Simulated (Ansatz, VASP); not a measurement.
# Two plane-wave programs on CsPbBr3

The input INCAR:

```
SYSTEM = CsPbBr3
ALGO = Normal
EDIFF = 1E-6
ENCUT = 520
GGA = CA
ISIF = 2
ISMEAR = 0
LASPH = .True.
LCHARG = .True.
LELF = .True.
LREAL = .False.
LVHAR = .True.
LWAVE = .False.
NBANDS = 30
NELM = 80
PREC = Accurate
SIGMA = 0.05
```

File KPOINTS:

```
k-points
0
Gamma
  6 6 6
  0 0 0
```

Contents of POSCAR:

```
CsPbBr3
1.0
    5.8700000000      0.0000000000      0.0000000000
    0.0000000000      5.6939000000      0.0000000000
    0.0000000000      0.0000000000      5.8700000000
Cs Pb Br
1 1 3
Direct
    0.0000000000      0.0000000000      0.0000000000
    0.5000000000      0.5000000000      0.5000000000
    0.0000000000      0.5000000000      0.5000000000
    0.5000000000      0.0000000000      0.5000000000
    0.5000000000      0.5000000000      0.0000000000
```

Input for Ansatz:

```yaml
crystal:
  lattice:
    - [5.87, 0.0, 0.0]
    - [0.0, 5.6939, 0.0]
    - [0.0, 0.0, 5.87]
  atoms:
    - { symbol: Cs, position: [0.0, 0.0, 0.0] }
    - { symbol: Pb, position: [0.5, 0.5, 0.5] }
    - { symbol: Br, position: [0.0, 0.5, 0.5] }
    - { symbol: Br, position: [0.5, 0.0, 0.5] }
    - { symbol: Br, position: [0.5, 0.5, 0.0] }
basis:
  ecutwfc: 420
kpoints:
  mp_grid: { grid: [6, 6, 6] }
hamiltonian:
  xc: lda
scf:
  occupations: { method: gaussian, width: 0.05 }
output:
  forces: true
  stress: true
  eigenvalues: true
```

Change from the starting cell: strain -0.0300 x Voigt [0, 1, 0, 0, 0, 0], atoms carried along.

Alike in both runs: task single point; functional LDA; k mesh 6 × 6 × 6; occupations gaussian, width 0.05 eV; no spin polarisation.

|  | VASP | Ansatz |
| --- | --- | --- |
| version | VASP 6.6.1 | Ansatz 0.2.0 |
| potentials or method | VASP PAW LDA potentials, release 64 (Cs_sv, Pb_d, Br), cutoff 520 eV | scalar-relativistic, plane waves, PAW |
| valence electrons in the cell | 44 | 44 |

```csv
,VASP,Ansatz,Ansatz less VASP
gap on the k mesh at the Fermi level (eV),1.14,1.17,+0.031
least direct gap on the mesh (eV),1.14,1.17,+0.031
pressure (GPa),-0.4,-0.5,-0.04
"traceless stress, the component that is largest in VASP (GPa)",1.08,1.07,-0.011
```

LDA's correlation is that of Perdew and Zunger in VASP and of Perdew and Wang (1992) in Ansatz.

Spin-orbit coupling is off throughout.
